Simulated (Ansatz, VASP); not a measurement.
## Rh in VASP and in Ansatz

```
Rh
1.0
    -1.58356    1.58356    1.58356
     1.58356   -1.58356    1.58356
     1.58356    1.58356   -1.58356
Rh
1
Direct
  0.00000 0.00000 0.00000
```

Alike in both runs: task single point; functional revPBE; k mesh 16 × 16 × 16; occupations fermi-dirac, width 0.1 eV; no spin polarisation.

|  | VASP | Ansatz |
| --- | --- | --- |
| version | VASP 6.6.1 | Ansatz 0.2.0 |
| potentials or method | VASP PAW PBE potentials, release 64 (Rh_pv), cutoff 520 eV | plane waves (420 eV) with PAW, scalar-relativistic |
| valence electrons in the cell | 15 | 17 |

```tsv
	VASP	Ansatz	Ansatz less VASP
pressure (GPa)	-13.7	-13.7	-0.09
```

VASP's potentials were made for PBE, not for revPBE. VASP's potentials hold 15 valence electrons a cell and Ansatz's 17, so a difference there can come from the potentials and not from the codes.
